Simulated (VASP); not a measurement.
# WSe2 (R-3m) in VASP: further runs, part 2 of 2

VASP 6.6.1. The steps go on from the part before.

### 3 Single point, PBE

Input file INCAR:

```
  ALGO = Normal
  EDIFF = 1E-6
  ENCUT = 520
  GGA = PE
  ISIF = 2
  ISMEAR = -1
  LASPH = T
  LCHARG = F
  LREAL = F
  LWAVE = F
  NBANDS = 20
  NELM = 80
  PREC = Accurate
  SIGMA = 0.02
```

Input file KPOINTS:

```
k-points
0
Gamma
  6 6 6
```

Input file POSCAR:

```
WSe2
1.0
    1.6433003578      0.9487599040      6.4972669668
   -1.6433003578      0.9487599040      6.4972669668
    0.0000000000     -1.8975198079      6.4972669668
W Se
1 2
Direct
    0.0000000000      0.0000000000      0.0000000000
    0.2462563275      0.2462563275      0.2462563275
    0.7537436725      0.7537436725      0.7537436725
```

Potentials or basis: VASP PAW PBE potentials, release 64 (W_sv, Se).

Started as:

```sh
cat potpaw_PBE.64/W_sv/POTCAR potpaw_PBE.64/Se/POTCAR > POTCAR
mpirun -np 1 vasp_std > vasp.out
```

OUTCAR:

```text
EDIFF = 1E-6
   ENCUT = 520
   GGA = PE
   ISIF = 2
   ISMEAR = -1
   LASPH = T
   LREAL = F
   NELM = 80
   PREC = Accurate

 ion  position               nearest neighbor table
   1  0.000  0.000  0.000-   3 2.55   3 2.55   2 2.55   2 2.55   3 2.55   2 2.55
   2  0.246  0.246  0.246-   1 2.55   1 2.55   1 2.55
   3  0.754  0.754  0.754-   1 2.55   1 2.55   1 2.55

  LATTYP: Found a trigonal (rhomboedric) cell.
 ALAT       =     6.7686822543
 COS(alpha) =     0.8821157891

  Lattice vectors:

 A1 = (   1.6433003578,   0.9487599040,   6.4972669668)
 A2 = (  -1.6433003578,   0.9487599040,   6.4972669668)
 A3 = (   0.0000000000,  -1.8975198079,   6.4972669668)

Analysis of symmetry for initial positions (statically):
=====================================================================
 Subroutine PRICEL returns:
 Original cell was already a primitive cell.

 Routine SETGRP: Setting up the symmetry group for a
 trigonal (rhombohedral) supercell.

 Subroutine GETGRP returns: Found 12 space group operations
 (whereof 12 operations were pure point group operations)
 out of a pool of 12 trial point group operations.

The static configuration has the point symmetry D_3d.

Analysis of symmetry for dynamics (positions and initial velocities):
=====================================================================
 Subroutine PRICEL returns:
 Original cell was already a primitive cell.

 Routine SETGRP: Setting up the symmetry group for a
 trigonal (rhombohedral) supercell.

 Subroutine GETGRP returns: Found 12 space group operations
 (whereof 12 operations were pure point group operations)
 out of a pool of 12 trial point group operations.

The dynamic configuration has the point symmetry D_3d.

 Subroutine INISYM returns: Found 12 space group operations
 (whereof 12 operations are pure point group operations),
 and found     1 'primitive' translations

----------------------------------------------------------------------------------------

                                     Primitive cell

  volume of cell :      60.7792

  direct lattice vectors                    reciprocal lattice vectors
     1.643300358  0.948759904  6.497266967     0.304265740  0.175667907  0.051303623
    -1.643300358  0.948759904  6.497266967    -0.304265740  0.175667907  0.051303623
     0.000000000 -1.897519808  6.497266967     0.000000000 -0.351335814  0.051303623

  length of vectors
     6.768682254  6.768682254  6.768682254     0.355061848  0.355061848  0.355061848

  position of ions in fractional coordinates (direct lattice)
     0.000000000  0.000000000  0.000000000
     0.246256327  0.246256327  0.246256327
     0.753743673  0.753743673  0.753743673

  ion indices of the primitive-cell ions
   primitive index   ion index
                 1           1
                 2           2
                 3           3

----------------------------------------------------------------------------------------

 KPOINTS: k-points

Automatic generation of k-mesh.
 Grid dimensions read from file:
 generate k-points for:    6    6    6

 Generating k-lattice:

  Cartesian coordinates                     Fractional coordinates (reciprocal lattice)
     0.050710957  0.029277985  0.008550604     0.166666667  0.000000000  0.000000000
    -0.050710957  0.029277985  0.008550604     0.000000000  0.166666667  0.000000000
     0.000000000 -0.058555969  0.008550604    -0.000000000 -0.000000000  0.166666667

  Length of vectors
     0.059176975  0.059176975  0.059176975

  Shift w.r.t. Gamma in fractional coordinates (k-lattice)
     0.000000000  0.000000000  0.000000000

 Subroutine IBZKPT returns following result:
 ===========================================

 Found     32 irreducible k-points:

 Following reciprocal coordinates:
            Coordinates               Weight
  0.000000  0.000000  0.000000      1.000000
  0.166667 -0.000000  0.000000      6.000000
  0.333333 -0.000000  0.000000      6.000000
  0.500000  0.000000  0.000000      3.000000
  0.166667  0.166667  0.000000      6.000000
  0.333333  0.166667 -0.000000     12.000000
[... 16 lines left out ...]
  0.500000  0.500000  0.166667      6.000000
 -0.333333  0.500000  0.166667     12.000000
 [... further k-points ...]
   k-points           NKPTS =     32   k-points in BZ     NKDIM =     32   number of bands    NBANDS=     20
   number of dos      NEDOS =    301   number of ions     NIONS =      3
   total plane-waves  NPLWV = 125000
   dimension x,y,z NGX =    50 NGY =   50 NGZ =   50
   dimension x,y,z NGXF=   100 NGYF=  100 NGZF=  100
   ions per type =               1   2
   NGX,Y,Z   is equivalent  to a cutoff of  12.28, 12.28, 12.28 a.u.
   NGXF,Y,Z  is equivalent  to a cutoff of  24.56, 24.56, 24.56 a.u.
 SYSTEM =  unknown system
   PREC   = accura    normal or accurate (medium, high low for compatibility)
   ISTART =      0    job   : 0-new  1-cont  2-samecut
   ICHARG =      2    charge: 1-file 2-atom 10-const
   ISPIN  =      1    spin polarized calculation?
   LNONCOLLINEAR =      F non collinear calculations
   LSORBIT =      F    spin-orbit coupling
   LASPH  =      T    aspherical Exc in radial PAW
   ENCUT  =  520.0 eV  38.22 Ry    6.18 a.u.  12.59 12.59 12.59*2*pi/ulx,y,z
   NELM   =     80;   NELMIN=  2; NELMDL= -5     # of ELM steps
   EDIFF  = 0.1E-05   stopping-criterion for ELM
   LREAL  =      F    real-space projection
   EDIFFG = 0.1E-04   stopping-criterion for IOM
   NSW    =      0    number of steps for IOM
   IBRION =     -1    ionic relax: 0-MD 1-quasi-New 2-CG
   NFREE  =      0    steps in history (QN), initial steepest desc. (CG)
   ISIF   =      2    stress and relaxation
   ISYM   =      2    0-nonsym 1-usesym 2-fastsym
   POTIM  = 0.5000    time-step for ionic-motion
   TEBEG  =    0.0;   TEEND  =   0.0 temperature during run
   PSTRESS=    0.0 pullay stress
   NELECT =      26.0000    total number of electrons
   NUPDOWN=      -1.0000    fix difference up-down
   EMIN   =  10.00;   EMAX   =-10.00  energy-range for DOS
   EFERMI =   0.00;   METHOD = LEGACY
   ISMEAR =    -1;   SIGMA  =   0.02  broadening in eV -4-tet -1-fermi 0-gaus
   EFERMI_NEDOS =   21; number of points for ismear=-14 and -15
   IALGO  =     38    algorithm
   IMIX   =      4    mixing-type and parameters
     AMIX     =   0.40;   BMIX     =  1.00
     AMIX_MAG =   1.60;   BMIX_MAG =  1.00
  volume/ion in A,a.u.               =      20.26       136.72
  Fermi-wavevector in a.u.,A,eV,Ry     =   1.233524  2.331022 20.702366  1.521581
  Thomas-Fermi vector in A             =   2.368251
   LORBIT       =      0    0 simple, 1 ext, 2 COOP (PROOUT), +10 PAW based schemes
   GGA     = PE    functional components
   LHFCALC =     F    Hartree Fock is set to
   AEXX    =    0.0000 exact exchange contribution
   IVDW    =     0    specifies the selected vdW correction
   LEPSILON=     F    determine dielectric tensor
   LRPA    =     F    only Hartree local field effects (RPA)
 non-spin polarized calculation
  energy-cutoff  :      520.00
  volume of cell :       60.78
 maximum number of plane-waves:      1652
   NGX = 25   NGY = 25   NGZ = 25

 number of electron      26.0000003 magnetization

 Free energy of the ion-electron system (eV)
  ---------------------------------------------------
  ext. energy  EPLUGINS =         0.00000000
  ---------------------------------------------------
  free energy    TOTEN  =       -20.85769453 eV

  energy without entropy =      -20.85614560  energy(sigma->0) =      -20.85692007

 E-fermi :   6.7211     XC(G=0): -10.7912

 val. band max:        6.5159057084   @ k =  -0.3333   0.5000   0.3333
 cond. band min:       6.7211345253   @ k =   0.5000   0.3333   0.1667
 fundamental gap:      0.2052288170
 Fermi energy:         6.7211010868

 k-point     1 :       0.0000    0.0000    0.0000
  band No.  band energies     occupation
      1     -68.0566      2.00000
      2     -32.2326      2.00000
      3     -32.2125      2.00000
      4     -32.2125      2.00000
      5      -8.9393      2.00000
      6      -7.4583      2.00000
[... 12 lines left out ...]
     19      12.4888      0.00000
     20      16.1405      0.00000
[... 507 lines left out ...]
 k-point    24 :      -0.3333    0.5000    0.1667
  band No.  band energies     occupation
      1     -68.0462      2.00000
      2     -32.4148      2.00000
      3     -32.2981      2.00000
      4     -32.1876      2.00000
      5      -6.8705      2.00000
      6      -6.6050      2.00000
[... 12 lines left out ...]
     19      12.9234      0.00000
     20      14.4375      0.00000

 [... further k-points ...]

------------------------ aborting loop because EDIFF is reached ----------------------------------------

  FORCE on cell =-STRESS in cart. coord.  units (eV):
  Direction    XX          YY          ZZ          XY          YZ          ZX
  --------------------------------------------------------------------------------------
  -------------------------------------------------------------------------------------
  Total        1.0115498      1.0115498      1.9706787      0.0000000      0.0000000      0.0000000
  in kB       26.6650634     26.6650634     51.9482808      0.0000000      0.0000000      0.0000000
  external PRESSURE =      35.0928025 kB  Pullay stress =       0.0000000 kB

 VOLUME and BASIS-vectors are now :
 -----------------------------------------------------------------------------
  energy-cutoff  :      520.00
  volume of cell :       60.78
      direct lattice vectors                 reciprocal lattice vectors
     1.643300358  0.948759904  6.497266967     0.304265740  0.175667907  0.051303623
    -1.643300358  0.948759904  6.497266967    -0.304265740  0.175667907  0.051303623
     0.000000000 -1.897519808  6.497266967     0.000000000 -0.351335814  0.051303623

 POSITION                                       TOTAL-FORCE (eV/Angst)
 -----------------------------------------------------------------------------------
      0.00000      0.00000      0.00000         0.000000     -0.000000     -0.000000
      0.00000      0.00000      4.79998         0.000000     -0.000000     -0.338544
      0.00000      0.00000     14.69182         0.000000      0.000000      0.338544
 -----------------------------------------------------------------------------------
    total drift:                               -0.000000     -0.000000      0.000000

  FREE ENERGIE OF THE ION-ELECTRON SYSTEM (eV)
  ---------------------------------------------------
  free  energy   TOTEN  =       -20.8576945349 eV

  energy  without entropy=      -20.8561455952  energy(sigma->0) =      -20.85692007
```

OSZICAR:

```text
N       E                     dE             d eps       ncg     rms          rms(c)
DAV:   1     0.193518613886E+03    0.19352E+03   -0.12747E+04  1280   0.126E+03
DAV:   2    -0.121406617033E+02   -0.20566E+03   -0.19916E+03  1512   0.333E+02
DAV:   3    -0.217218295056E+02   -0.95812E+01   -0.94719E+01  1592   0.659E+01
DAV:   4    -0.218341457716E+02   -0.11232E+00   -0.11204E+00  1476   0.758E+00
DAV:   5    -0.218353061778E+02   -0.11604E-02   -0.11604E-02  1528   0.848E-01    0.201E+01
DAV:   6    -0.211370049877E+02    0.69830E+00   -0.66764E+00  1408   0.149E+01    0.717E+00
DAV:   7    -0.209402998255E+02    0.19671E+00   -0.25266E+00  1376   0.771E+00    0.495E+00
DAV:   8    -0.208577150233E+02    0.82585E-01   -0.38031E-01  1412   0.375E+00    0.717E-01
DAV:   9    -0.208578315178E+02   -0.11649E-03   -0.12764E-02  1480   0.720E-01    0.325E-01
DAV:  10    -0.208576690099E+02    0.16251E-03   -0.18006E-03  1472   0.326E-01    0.437E-02
DAV:  11    -0.208576853969E+02   -0.16387E-04   -0.24201E-04  1400   0.102E-01    0.630E-02
DAV:  12    -0.208576873674E+02   -0.19705E-05   -0.12555E-05  1492   0.263E-02    0.253E-02
DAV:  13    -0.208576946033E+02   -0.72359E-05   -0.81104E-06  1436   0.195E-02    0.551E-03
DAV:  14    -0.208576945349E+02    0.68351E-07   -0.39856E-07   912   0.538E-03
   1 F= -.20857695E+02 E0= -.20856920E+02  d E =-.154894E-02
```

It took 3.3 min on 1 thread of Intel Xeon 8259CL, shared host; peak memory 0.34 GiB.

Results:

```yaml
Free_energy: -20.8577 eV
Pressure: 3.5 GPa
Largest_force: 0.339 eV/Å
Band_gap_on_the_k_mesh: zero (bands 13 and 14 overlap by 0.46 eV)
```

Forces on the atoms (eV/Å):
```
W    0.000  0.000  0.000
Se   0.000  0.000 -0.339
Se   0.000  0.000  0.339
```

Stress tensor (GPa, compression positive):
```
2.67 0.00 0.00
0.00 2.67 0.00
0.00 0.00 5.19
```

Levels at points of the mesh, in eV from the Fermi level:
```
           k point  band 9  band 10  band 11  band 12  band 13  band 14  band 15  band 16  band 17  band 18
(0.00, 0.00, 0.00)   -3.42    -1.81    -1.62    -0.66    -0.66     0.28     0.28     3.44     3.44     4.77
(0.50, 0.00, 0.00)   -5.26    -3.79    -3.06    -2.12    -1.34     1.54     2.17     3.32     3.47     5.06
(0.50, 0.50, 0.00)   -4.54    -3.69    -3.08    -2.41    -1.64     1.54     1.83     3.41     3.83     3.91
(0.50, 0.50, 0.50)   -3.40    -3.40    -0.64    -0.64    -0.47     0.13     0.13     3.60     3.60     5.91
```

Caveat: the k points lie up to 0.37 Å⁻¹ apart; spin-orbit coupling is left out, which moves the levels of the heavy elements.

The gap in the log of VASP goes by the Fermi energy; the results here count the filled bands.